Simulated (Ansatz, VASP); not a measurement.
## One calculation of Cu, two programs

```
Cu
1.0
     0.00000    0.00000   -2.75911
     0.00000   -2.95106    0.00000
    -2.95106    0.00000    0.00000
Cu
2
Direct
  0.50017 0.49996 0.49998
  0.99983 0.00004 0.00002
```

Change from the starting cell: atom 2 moved 1.20 Å; relaxed back.

Alike in both runs: functional PBE; k mesh 12 × 12 × 12; occupations gaussian, width 0.15 eV; no spin polarisation.

Ansatz relaxed the structure, and its values are those at the end. VASP's run is a single point on that final structure, the one shown.

```csv
,VASP,Ansatz
version,VASP 6.6.1,Ansatz 0.2.0
potentials or method,"VASP PAW PBE potentials, release 64 (Cu), cutoff 520 eV","scalar-relativistic, plane waves, PAW"
valence electrons in the cell,22,38
```

```tsv
	VASP	Ansatz	Ansatz less VASP
gap on the k mesh at the Fermi level (eV)	none	none	-
pressure (GPa)	1.2	-0.1	-1.28
rms of the force components (eV/Å)	0.003	0.003	0.0000
```

A gap of «none» marks a metal or a gap that the smearing closes. VASP's potentials hold 22 valence electrons a cell and Ansatz's 38, so a difference there can come from the potentials and not from the codes. Ansatz's warnings: stress scf threshold loose.
